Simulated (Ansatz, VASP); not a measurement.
**One calculation of TiAl, two programs**

POSCAR

```
TiAl
1.0
    2.8672622327      0.0000000000      0.0000000000
   -1.4336311163      2.4831219328      0.0000000000
    0.0000000000      0.0000000000      4.6780830000
Ti Al
1 1
Direct
   -0.0496170080      0.0402718846      0.0000000000
    0.3333333333      0.6666666667      0.5000000000
```

Contents of INCAR.step1:

```
  ALGO = Normal
  EDIFF = 1E-4
  ENCUT = 520
  GGA = PE
  ISMEAR = 0
  LASPH = T
  LCHARG = F
  LREAL = F
  LWAVE = T
  NBANDS = 14
  NELM = 100
  PREC = Accurate
  SIGMA = 0.15
```

INCAR.step2

```
  ALGO = Normal
  EDIFF = 1E-7
  ENCUT = 520
  ISIF = 2
  ISMEAR = 0
  ISTART = 1
  LASPH = T
  LCHARG = T
  LELF = T
  LMIXTAU = T
  LREAL = F
  LVHAR = T
  LWAVE = F
  METAGGA = R2SCAN
  NBANDS = 14
  NELM = 100
  PREC = Accurate
  SIGMA = 0.15
```

File KPOINTS:

```
k-points
0
Gamma
  18 18 10
```

Input for Ansatz:

```yaml
crystal:
  lattice:
    - [2.8672622327, 0.0, 0.0]
    - [-1.4336311163, 2.4831219328, 0.0]
    - [0.0, 0.0, 4.678083]
  atoms:
    - { symbol: Ti, position: [-0.049617008, 0.0402718846, 0.0] }
    - { symbol: Al, position: [0.3333333333, 0.6666666667, 0.5] }
basis:
  ecutwfc: 500
kpoints:
  mp_grid: { grid: [18, 18, 10] }
hamiltonian:
  xc: r2scan
scf:
  occupations: { method: gaussian, width: 0.15 }
output:
  forces: true
  stress: true
  eigenvalues: true
```

Alike in both runs: task single point; functional r2SCAN; k mesh 18 × 18 × 10; occupations gaussian, width 0.15 eV; no spin polarisation.

|  | VASP | Ansatz |
| --- | --- | --- |
| version | VASP 6.6.1 | Ansatz 0.2.0 |
| potentials or method | VASP PAW PBE potentials, release 64 (Ti_sv, Al), cutoff 520 eV | scalar-relativistic, plane waves, PAW |
| valence electrons in the cell | 15 | 15 |

VASP gave:

| Quantity | Value |
| --- | --- |
| gap on the k mesh at the Fermi level (eV) | none |
| pressure (GPa) | -0.6 |
| traceless stress, the component that is largest in VASP (GPa) | 3.37 |
| rms of the force components (eV/Å) | 0.192 |

Question: Estimate Ansatz's values.

Answer: gap on the k mesh at the Fermi level (eV): none; pressure (GPa): -0.7; traceless stress, the component that is largest in VASP (GPa): 3.37; rms of the force components (eV/Å): 0.192.

VASP's potentials were made for PBE, not for r2SCAN. Atom by atom the forces differ by 0.000 eV/Å (rms over components). A gap of «none» marks a metal or a gap that the smearing closes. The functional is the same, so the differences come from potentials, cutoffs and numerics.
